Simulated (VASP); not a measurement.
Set up this calculation in VASP 6.6.1, as the native input.

```yaml
Task: single point
Functional: PBE
Potentials_or_basis: VASP PAW PBE potentials, release 64 (Bi_d, S)
Cutoff: 520 eV
k_mesh: 7 × 7 × 7
Occupations: fermi-dirac, width 0.05 eV
Spin: no spin polarisation
Dipole_correction: no
Further_INCAR_settings: ALGO = Normal; EDIFF = 1e-07; NBANDS = 18
```

The structure of BiS lies in POSCAR:

```
BiS
1.0
    3.9488438657      0.0000000000      0.0000000000
    0.0000000000      3.9488438657      0.0000000000
    0.0000000000      0.0000000000      3.9488438657
Bi S
1 1
Direct
    0.5000000000      0.5000000000      0.5000000000
    0.0000000000      0.0000000000      0.0000000000
```

This cell differs from its parent crystal: volume scaled by 0.96.

One way to write it, as run:

INCAR

```
SYSTEM = BiS
PREC = Accurate ; ENCUT = 520
EDIFF = 1E-7 ; ISMEAR = -1
SIGMA = 0.05 ; LREAL = .False.
LASPH = .True. ; NELM = 80
ALGO = Normal ; ISIF = 2
LWAVE = .False. ; LCHARG = .False.
GGA = PE ; NBANDS = 18
```

KPOINTS

```
regular mesh
0
Gamma
  7 7 7
  0 0 0
```

Potentials or basis: VASP PAW PBE potentials, release 64 (Bi_d, S).

Command:

```console
$ cat potpaw_PBE.64/Bi_d/POTCAR potpaw_PBE.64/S/POTCAR > POTCAR
$ mpirun -np 1 vasp_std > vasp.out
```

It gave:

| Item | Value |
| --- | --- |
| Pressure | -10.6 GPa |

Run time: 45 s on 1 thread of AMD EPYC 7R13 (shared host), peak memory 0.14 GiB.
